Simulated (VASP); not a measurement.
# Si2W (I4/mmm) in VASP: further runs

Si2W is run at these levels: PBE; tasks: single point.

Program: VASP 6.6.1. These are calculated values, not measurements. Logs are shortened: lines on timing, memory, paths and dates and some standing lists are left out, and cuts for length are marked.

**1. The cell of the first run**

It takes space group I4/mmm (No. 139, tetragonal). Conventional cell: a = 3.214 Å, b = 3.214 Å, c = 7.830 Å, α = 90.00°, β = 90.00°, γ = 90.00°. Within 3.4 Å of W (site symmetry 4/mmm) lie 10 Si at 2.62 Å and 4 W at 3.21 Å. Si (site symmetry 4mm) has 9 Si at 2.59 to 3.21 Å and 5 W at 2.62 Å within 3.4 Å.

**2. Single point, PBE**

INCAR reads:

```
PREC = Accurate
ENCUT = 520
EDIFF = 1E-6
ISMEAR = 0
SIGMA = 0.026000000000000002
LREAL = F
LASPH = T
NELM = 100
ALGO = Normal
ISIF = 2
LWAVE = F
LCHARG = T
GGA = PE
LELF = T
LVHAR = T
NBANDS = 18
```

KPOINTS reads:

```
regular mesh
0
Gamma
  12 12 12
```

POSCAR reads:

```
Si2W
1.0
   -1.6069000000      1.6069000000      3.9149500000
    1.6069000000     -1.6069000000      3.9149500000
    1.6069000000      1.6069000000     -3.9149500000
W Si
1 2
Direct
    0.0000000000      0.0000000000      0.0000000000
    0.6653000000      0.6653000000      0.0000000000
    0.3347000000      0.3347000000      0.0000000000
```

Potentials or basis: VASP PAW PBE potentials, release 64 (W_sv, Si).

Command:

```bash
cat potpaw_PBE.64/W_sv/POTCAR potpaw_PBE.64/Si/POTCAR > POTCAR
mpirun -np 1 vasp_std > vasp.out
```

OUTCAR:

```text
PREC = Accurate
   ENCUT = 520
   EDIFF = 1E-6
   ISMEAR = 0
   LREAL = F
   LASPH = T
   NELM = 100
   ISIF = 2
   GGA = PE

 ion  position               nearest neighbor table
   1  0.000  0.000  0.000-   2 2.62   2 2.62   2 2.62   3 2.62   2 2.62   3 2.62   3 2.62   3 2.62
                             2 2.62   3 2.62
   2  0.665  0.665  0.000-   3 2.59   1 2.62   1 2.62   1 2.62   1 2.62   1 2.62   3 2.63   3 2.63
                             3 2.63   3 2.63
   3  0.335  0.335  0.000-   2 2.59   1 2.62   1 2.62   1 2.62   1 2.62   1 2.62   2 2.63   2 2.63
                             2 2.63   2 2.63

  LATTYP: Found a body centered tetragonal cell.
 ALAT       =     3.2138000000
 C/A-ratio  =     2.4363370465

  Lattice vectors:

 A1 = (  -1.6069000000,   1.6069000000,   3.9149500000)
 A2 = (   1.6069000000,  -1.6069000000,   3.9149500000)
 A3 = (   1.6069000000,   1.6069000000,  -3.9149500000)

Analysis of symmetry for initial positions (statically):
=====================================================================
 Subroutine PRICEL returns:
 Original cell was already a primitive cell.

 Routine SETGRP: Setting up the symmetry group for a
 body centered tetragonal supercell.

 Subroutine GETGRP returns: Found 16 space group operations
 (whereof 16 operations were pure point group operations)
 out of a pool of 16 trial point group operations.

The static configuration has the point symmetry D_4h.

Analysis of symmetry for dynamics (positions and initial velocities):
=====================================================================
 Subroutine PRICEL returns:
 Original cell was already a primitive cell.

 Routine SETGRP: Setting up the symmetry group for a
 body centered tetragonal supercell.

 Subroutine GETGRP returns: Found 16 space group operations
 (whereof 16 operations were pure point group operations)
 out of a pool of 16 trial point group operations.

The dynamic configuration has the point symmetry D_4h.

 Subroutine INISYM returns: Found 16 space group operations
 (whereof 16 operations are pure point group operations),
 and found     1 'primitive' translations

----------------------------------------------------------------------------------------

                                     Primitive cell

  volume of cell :      40.4356

  direct lattice vectors                    reciprocal lattice vectors
    -1.606900000  1.606900000  3.914950000     0.000000000  0.311158131  0.127715552
     1.606900000 -1.606900000  3.914950000     0.311158131  0.000000000  0.127715552
     1.606900000  1.606900000 -3.914950000     0.311158131  0.311158131  0.000000000

  length of vectors
     4.526708376  4.526708376  4.526708376     0.336348992  0.336348992  0.440044048

  position of ions in fractional coordinates (direct lattice)
     0.000000000  0.000000000  0.000000000
     0.665300000  0.665300000  0.000000000
     0.334700000  0.334700000  0.000000000

  ion indices of the primitive-cell ions
   primitive index   ion index
                 1           1
                 2           2
                 3           3

----------------------------------------------------------------------------------------

 KPOINTS: regular mesh

Automatic generation of k-mesh.
 Grid dimensions read from file:
 generate k-points for:   12   12   12

 Generating k-lattice:

  Cartesian coordinates                     Fractional coordinates (reciprocal lattice)
     0.000000000  0.025929844  0.010642963     0.083333333  0.000000000  0.000000000
     0.025929844  0.000000000  0.010642963     0.000000000  0.083333333  0.000000000
     0.025929844  0.025929844  0.000000000     0.000000000  0.000000000  0.083333333

  Length of vectors
     0.028029083  0.028029083  0.036670337

  Shift w.r.t. Gamma in fractional coordinates (k-lattice)
     0.000000000  0.000000000  0.000000000

 Subroutine IBZKPT returns following result:
 ===========================================

 Found    163 irreducible k-points:

 Following reciprocal coordinates:
            Coordinates               Weight
  0.000000  0.000000  0.000000      1.000000
  0.083333  0.000000  0.000000      8.000000
  0.166667 -0.000000  0.000000      8.000000
  0.250000  0.000000  0.000000      8.000000
  0.333333  0.000000  0.000000      8.000000
  0.416667  0.000000  0.000000      8.000000
[... 16 lines left out ...]
  0.500000  0.166667 -0.000000     16.000000
 -0.416667  0.166667  0.000000     16.000000
 [... further k-points ...]
   k-points           NKPTS =    163   k-points in BZ     NKDIM =    163   number of bands    NBANDS=     18
   number of dos      NEDOS =    301   number of ions     NIONS =      3
   total plane-waves  NPLWV =  46656
   dimension x,y,z NGX =    36 NGY =   36 NGZ =   36
   dimension x,y,z NGXF=    72 NGYF=   72 NGZF=   72
   ions per type =               1   2
   NGX,Y,Z   is equivalent  to a cutoff of  13.22, 13.22, 13.22 a.u.
   NGXF,Y,Z  is equivalent  to a cutoff of  26.44, 26.44, 26.44 a.u.
 SYSTEM =  unknown system
   PREC   = accura    normal or accurate (medium, high low for compatibility)
   ISTART =      0    job   : 0-new  1-cont  2-samecut
   ICHARG =      2    charge: 1-file 2-atom 10-const
   ISPIN  =      1    spin polarized calculation?
   LNONCOLLINEAR =      F non collinear calculations
   LSORBIT =      F    spin-orbit coupling
   LASPH  =      T    aspherical Exc in radial PAW
   ENCUT  =  520.0 eV  38.22 Ry    6.18 a.u.   8.42  8.42  8.42*2*pi/ulx,y,z
   NELM   =    100;   NELMIN=  2; NELMDL= -5     # of ELM steps
   EDIFF  = 0.1E-05   stopping-criterion for ELM
   LREAL  =      F    real-space projection
   EDIFFG = 0.1E-04   stopping-criterion for IOM
   NSW    =      0    number of steps for IOM
   IBRION =     -1    ionic relax: 0-MD 1-quasi-New 2-CG
   NFREE  =      0    steps in history (QN), initial steepest desc. (CG)
   ISIF   =      2    stress and relaxation
   ISYM   =      2    0-nonsym 1-usesym 2-fastsym
   POTIM  = 0.5000    time-step for ionic-motion
   TEBEG  =    0.0;   TEEND  =   0.0 temperature during run
   PSTRESS=    0.0 pullay stress
   NELECT =      22.0000    total number of electrons
   NUPDOWN=      -1.0000    fix difference up-down
   EMIN   =  10.00;   EMAX   =-10.00  energy-range for DOS
   EFERMI =   0.00;   METHOD = LEGACY
   ISMEAR =     0;   SIGMA  =   0.03  broadening in eV -4-tet -1-fermi 0-gaus
   EFERMI_NEDOS =   21; number of points for ismear=-14 and -15
   IALGO  =     38    algorithm
   IMIX   =      4    mixing-type and parameters
     AMIX     =   0.40;   BMIX     =  1.00
     AMIX_MAG =   1.60;   BMIX_MAG =  1.00
  volume/ion in A,a.u.               =      13.48        90.96
  Fermi-wavevector in a.u.,A,eV,Ry     =   1.336476  2.525573 24.302284  1.786167
  Thomas-Fermi vector in A             =   2.465099
   LORBIT       =      0    0 simple, 1 ext, 2 COOP (PROOUT), +10 PAW based schemes
   GGA     = PE    functional components
   LHFCALC =     F    Hartree Fock is set to
   AEXX    =    0.0000 exact exchange contribution
   IVDW    =     0    specifies the selected vdW correction
   LEPSILON=     F    determine dielectric tensor
   LRPA    =     F    only Hartree local field effects (RPA)
 non-spin polarized calculation
 Gauss-broadening in eV      SIGMA  =   0.03
  energy-cutoff  :      520.00
  volume of cell :       40.44
 maximum number of plane-waves:      1118
 NGX is ok and might be reduce to    36
   NGX = 17   NGY = 17   NGZ = 17

 number of electron      21.9999999 magnetization

 Free energy of the ion-electron system (eV)
  ---------------------------------------------------
  ext. energy  EPLUGINS =         0.00000000
  ---------------------------------------------------
  free energy    TOTEN  =       -24.80834598 eV

  energy without entropy =      -24.80826202  energy(sigma->0) =      -24.80830400

 E-fermi :  11.9977     XC(G=0): -12.5286

 val. band max:       11.9898362103   @ k =  -0.4167  -0.4167   0.3333
 cond. band min:      12.0158503524   @ k =  -0.4167  -0.4167   0.4167
 fundamental gap:      0.0260141421
 Fermi energy:        11.9977456018

 k-point     1 :       0.0000    0.0000    0.0000
  band No.  band energies     occupation
      1     -61.8945      2.00000
      2     -26.1514      2.00000
      3     -26.1373      2.00000
      4     -26.1373      2.00000
      5      -2.1173      2.00000
      6       5.1044      2.00000
[... 10 lines left out ...]
     17      17.6588      0.00000
     18      17.6588      0.00000

 k-point     2 :       0.0833    0.0000    0.0000
  band No.  band energies     occupation
      1     -61.8940      2.00000
      2     -26.1521      2.00000
      3     -26.1503      2.00000
      4     -26.1359      2.00000
      5      -1.9846      2.00000
      6       5.1137      2.00000
[... 10 lines left out ...]
     17      17.6745      0.00000
     18      18.1294      0.00000

 k-point     3 :       0.1667   -0.0000    0.0000
  band No.  band energies     occupation
      1     -61.8926      2.00000
      2     -26.1923      2.00000
      3     -26.1473      2.00000
      4     -26.1323      2.00000
      5      -1.5931      2.00000
      6       5.0871      2.00000
[... 10 lines left out ...]
     17      17.9883      0.00000
     18      19.1943      0.00000

 k-point     4 :       0.2500    0.0000    0.0000
  band No.  band energies     occupation
      1     -61.8907      2.00000
      2     -26.2467      2.00000
      3     -26.1431      2.00000
      4     -26.1273      2.00000
      5      -0.9621      2.00000
      6       4.8176      2.00000
[... 375 lines left out ...]
      4     -26.1313      2.00000
      5       1.5193      2.00000
      6       3.0455      2.00000
[... 10 lines left out ...]
     17      19.2668      0.00000
     18      20.6387      0.00000

 k-point    23 :       0.5000    0.1667   -0.0000
  band No.  band energies     occupation
      1     -61.8851      2.00000
      2     -26.3462      2.00000
      3     -26.1694      2.00000
      4     -26.1292      2.00000
      5       1.9959      2.00000
      6       2.5754      2.00000
[... 10 lines left out ...]
     17      19.3505      0.00000
     18      20.6965      0.00000

 k-point    24 :      -0.4167    0.1667    0.0000
  band No.  band energies     occupation
      1     -61.8856      2.00000
      2     -26.3321      2.00000
      3     -26.1708      2.00000
      4     -26.1295      2.00000
      5       0.9653      2.00000
      6       3.6478      2.00000
[... 10 lines left out ...]
     17      19.0354      0.00000
     18      20.3217      0.00000

 [... further k-points ...]

------------------------ aborting loop because EDIFF is reached ----------------------------------------

  FORCE on cell =-STRESS in cart. coord.  units (eV):
  Direction    XX          YY          ZZ          XY          YZ          ZX
  --------------------------------------------------------------------------------------
  -------------------------------------------------------------------------------------
  Total        0.7983470      0.7983470      0.9371852      0.0000000     -0.0000000      0.0000000
  in kB       31.6328524     31.6328524     37.1340303      0.0000000     -0.0000000      0.0000000
  external PRESSURE =      33.4665784 kB  Pullay stress =       0.0000000 kB

 VOLUME and BASIS-vectors are now :
 -----------------------------------------------------------------------------
  energy-cutoff  :      520.00
  volume of cell :       40.44
      direct lattice vectors                 reciprocal lattice vectors
    -1.606900000  1.606900000  3.914950000     0.000000000  0.311158131  0.127715552
     1.606900000 -1.606900000  3.914950000     0.311158131  0.000000000  0.127715552
     1.606900000  1.606900000 -3.914950000     0.311158131  0.311158131  0.000000000

 POSITION                                       TOTAL-FORCE (eV/Angst)
 -----------------------------------------------------------------------------------
      0.00000      0.00000      0.00000        -0.000000     -0.000000      0.000000
      0.00000      0.00000      5.20923        -0.000000     -0.000000      0.084108
      0.00000      0.00000      2.62067         0.000000      0.000000     -0.084108
 -----------------------------------------------------------------------------------
    total drift:                               -0.000000     -0.000000      0.000000

  FREE ENERGIE OF THE ION-ELECTRON SYSTEM (eV)
  ---------------------------------------------------
  free  energy   TOTEN  =       -24.8083459762 eV

  energy  without entropy=      -24.8082620217  energy(sigma->0) =      -24.80830400
```

It took 4 min on 1 thread of Intel Xeon 8259CL, shared host; peak memory 0.28 GiB.

Results:

| Property | Result |
| --- | --- |
| Free energy | -24.8083 eV |
| Pressure | 3.3 GPa |
| Largest force | 0.084 eV/Å |
| Band gap on the k mesh | zero (bands 11 and 12 overlap by 1.30 eV) |

Forces on the atoms (eV/Å):
```
W    0.000  0.000  0.000
Si   0.000  0.000  0.084
Si   0.000  0.000 -0.084
```

Stress tensor (GPa, compression positive):
```
3.16 0.00 0.00
0.00 3.16 0.00
0.00 0.00 3.71
```

Caveat: the cell stands under pressure; spin-orbit coupling is left out, which moves the levels of the heavy elements.

**3. Single point, PBE**

INCAR reads:

```
PREC     = Accurate       # precision mode
ENCUT    = 520            # plane-wave cutoff, eV
EDIFF    = 1E-7           # SCF threshold, eV
ISMEAR   = 0              # smearing method
SIGMA    = 0.027000000000000003 # smearing width, eV
LREAL    = False          # projectors in reciprocal space
LASPH    = True           # aspherical terms in the spheres
NELM     = 80             # most SCF steps
ALGO     = Normal         # electronic algorithm
ISIF     = 2              # what is computed and relaxed
LWAVE    = False          # write WAVECAR
LCHARG   = False          # write CHGCAR
GGA      = PE             # functional
NBANDS   = 18             # bands
```

KPOINTS reads:

```
Automatic mesh
0
Gamma
  12 12 12
```

POSCAR is that of step 2.

Potentials or basis: VASP PAW PBE potentials, release 64 (W_sv, Si).

Command:

```bash
cat potpaw_PBE.64/W_sv/POTCAR potpaw_PBE.64/Si/POTCAR > POTCAR
mpirun -np 1 vasp_std > vasp.out
```

Run time: 3.9 min. Hardware: 1 thread of Intel Xeon 8259CL, shared host; peak memory 0.28 GiB.

Results (log left out):

```yaml
Free_energy: -24.8083 eV
Pressure: 3.4 GPa
Largest_force: 0.084 eV/Å
Band_gap_on_the_k_mesh: zero (bands 11 and 12 overlap by 1.30 eV)
```

Forces on the atoms (eV/Å):
```
W    0.000  0.000  0.000
Si   0.000  0.000  0.084
Si   0.000  0.000 -0.084
```

Stress tensor (GPa, compression positive):
```
3.19 0.00 0.00
0.00 3.19 0.00
0.00 0.00 3.75
```

Levels at points of the mesh, in eV from the Fermi level:
| k point | band 7 | band 8 | band 9 | band 10 | band 11 | band 12 | band 13 | band 14 | band 15 | band 16 |
| --- | --- | --- | --- | --- | --- | --- | --- | --- | --- | --- |
| (0.00, 0.00, 0.00) | -3.78 | -3.36 | -2.88 | -2.88 | 0.57 | 2.71 | 2.90 | 3.03 | 3.03 | 4.59 |
| (0.50, 0.00, 0.00) | -5.78 | -4.90 | -2.84 | -2.80 | -0.47 | 2.67 | 2.75 | 3.90 | 4.39 | 5.06 |
| (0.50, 0.50, 0.00) | -6.04 | -5.53 | -5.05 | -3.29 | -1.81 | 2.76 | 2.93 | 3.10 | 3.87 | 4.28 |
| (0.50, 0.50, 0.50) | -3.88 | -2.61 | -0.88 | -0.88 | -0.54 | -0.54 | 0.75 | 4.47 | 4.85 | 6.13 |

Caveat: the cell stands under pressure; spin-orbit coupling is left out, which moves the levels of the heavy elements.

(Continued in part 2 of 2.)

The gap in the log of VASP goes by the Fermi energy; the results here count the filled bands.